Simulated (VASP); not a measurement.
Set up this calculation in VASP 6.6.1, as the native input.

```
Task                   : single point
Functional             : PBE
Potentials or basis    : VASP PAW PBE potentials, release 64 (Cd_sv_GW, S, Hg_sv_GW)
Cutoff                 : 630 eV
k mesh                 : 6 × 6 × 6
Occupations            : gaussian, width 0.01 eV
Spin                   : no spin polarisation
Dipole correction      : no
Further INCAR settings : ALGO = Normal; EDIFF = 1e-06; NBANDS = 62
```

The structure of Cd3HgS4 lies in POSCAR:

```
Cd3HgS4
1.0
   -2.9409952257      2.9409952257      5.8828483063
    2.9409952257     -2.9409952257      5.8828483063
    2.9409952257      2.9409952257     -5.8828483063
Cd S Hg
3 4 1
Direct
    0.7500000000      0.2500000000      0.5000000000
    0.5000000000      0.5000000000      0.0000000000
    0.2500000000      0.7500000000      0.5000000000
    0.1260947508      0.6219475268      0.0000000000
    0.8739052492      0.8739052492      0.4958527761
    0.6219475268      0.1260947508      0.0000000000
    0.3780524732      0.3780524732      0.5041472239
    0.0000000000      0.0000000000      0.0000000000
```

These files were run (other wordings do the same):

INCAR

```
PREC     = Accurate       # precision mode
ENCUT    = 630            # plane-wave cutoff, eV
EDIFF    = 1E-6           # SCF threshold, eV
ISMEAR   = 0              # smearing method
SIGMA    = 0.01           # smearing width, eV
LREAL    = F              # projectors in reciprocal space
LASPH    = T              # aspherical terms in the spheres
NELM     = 120            # most SCF steps
ALGO     = Normal         # electronic algorithm
ISIF     = 2              # what is computed and relaxed
LWAVE    = F              # write WAVECAR
LCHARG   = T              # write CHGCAR
GGA      = PE             # functional
LELF     = T              # ELF
LVHAR    = T            
NBANDS   = 62             # bands
GGA_COMPAT= F
```

KPOINTS

```
regular mesh
0
Gamma
  6 6 6
```

Potentials or basis: VASP PAW PBE potentials, release 64 (Cd_sv_GW, S, Hg_sv_GW).

Launch:

```console
$ cat potpaw_PBE.64/Cd_sv_GW/POTCAR potpaw_PBE.64/S/POTCAR potpaw_PBE.64/Hg_sv_GW/POTCAR > POTCAR
$ mpirun -np 1 vasp_std > vasp.out
```

Results of the run:

```yaml
Pressure: 1.6 GPa
Largest_force: 0.004 eV/Å
Band_gap_on_the_k_mesh: 0.68 eV
```

Caveat: spin-orbit coupling is left out, which moves the levels of the heavy elements.

Wall time 16 min on 1 thread of Intel(R) Xeon(R) Platinum 8259CL CPU @ 2.50GHz (Skylake/Cascade Lake) (shared host), peak memory 0.84 GiB.
